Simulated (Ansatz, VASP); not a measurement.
## Li6Tl2B: VASP beside Ansatz

Contents of INCAR:

```
SYSTEM = Li6Tl2B
PREC     = Accurate       ! precision mode
ENCUT    = 520            ! plane-wave cutoff, eV
EDIFF    = 1E-7           ! SCF threshold, eV
ISMEAR   = 0              ! smearing method
SIGMA    = 0.1            ! smearing width, eV
LREAL    = .False.        ! projectors in reciprocal space
LASPH    = .True.         ! aspherical terms in the spheres
NELM     = 100            ! most SCF steps
ALGO     = Normal         ! electronic algorithm
ISIF     = 2              ! what is computed and relaxed
LWAVE    = .False.        ! write WAVECAR
LCHARG   = .False.        ! write CHGCAR
GGA      = PE             ! functional
NBANDS   = 34             ! bands
```

File KPOINTS:

```
regular mesh
0
Gamma
  4 4 4
  0 0 0
```

POSCAR

```
Li6Tl2B
1.0
    0.0000000000      4.0501494400      4.0501494400
    4.0501494400      0.0000000000      4.0501494400
    4.0501494400      4.0501494400      0.0000000000
Li Tl B
6 2 1
Direct
    0.7550000000      0.2450000000      0.2450000000
    0.2450000000      0.7550000000      0.2450000000
    0.2450000000      0.7550000000      0.7550000000
    0.7550000000      0.2450000000      0.7550000000
    0.2450000000      0.2450000000      0.7550000000
    0.7550000000      0.7550000000      0.2450000000
    0.2500000000      0.2500000000      0.2500000000
    0.7500000000      0.7500000000      0.7500000000
    0.0000000000      0.0000000000      0.0000000000
```

Input for Ansatz:

```yaml
crystal:
  lattice:
    - [0.0, 4.05014944, 4.05014944]
    - [4.05014944, 0.0, 4.05014944]
    - [4.05014944, 4.05014944, 0.0]
  atoms:
    - { symbol: Li, position: [0.755, 0.245, 0.245] }
    - { symbol: Li, position: [0.245, 0.755, 0.245] }
    - { symbol: Li, position: [0.245, 0.755, 0.755] }
    - { symbol: Li, position: [0.755, 0.245, 0.755] }
    - { symbol: Li, position: [0.245, 0.245, 0.755] }
    - { symbol: Li, position: [0.755, 0.755, 0.245] }
    - { symbol: Tl, position: [0.25, 0.25, 0.25] }
    - { symbol: Tl, position: [0.75, 0.75, 0.75] }
    - { symbol: B, position: [0.0, 0.0, 0.0] }
basis:
  ecutwfc: 420
kpoints:
  mp_grid: { grid: [4, 4, 4] }
hamiltonian:
  xc: pbe
scf:
  occupations: { method: gaussian, width: 0.1 }
  lower_state_search: "off"
output:
  forces: true
  stress: true
  eigenvalues: true
```

Change from the starting cell: species swapped into the Tl2TeCl6 type (Fm-3m, No. 225).

Alike in both runs: task single point; functional PBE; k mesh 4 × 4 × 4; occupations gaussian, width 0.1 eV; no spin polarisation.

|  | VASP | Ansatz |
| --- | --- | --- |
| version | VASP 6.6.1 | Ansatz 0.2.0 |
| potentials or method | VASP PAW PBE potentials, release 64 (Li_sv, Tl_d, B), cutoff 520 eV | scalar-relativistic, plane waves, PAW |
| valence electrons in the cell | 47 | 47 |

VASP gave:

| Quantity | Value |
| --- | --- |
| gap on the k mesh at the Fermi level (eV) | none |
| rms of the force components (eV/Å) | 0.447 |

Task: Estimate Ansatz's values.

Result: gap on the k mesh at the Fermi level (eV): none; rms of the force components (eV/Å): 0.437.

Atom by atom the forces differ by 0.010 eV/Å (rms over components). A gap of «none» marks a metal or a gap that the smearing closes.

Spin-orbit coupling is off throughout. Noted on VASP's run: the cutoff is short for stress, so the pressure is rough.
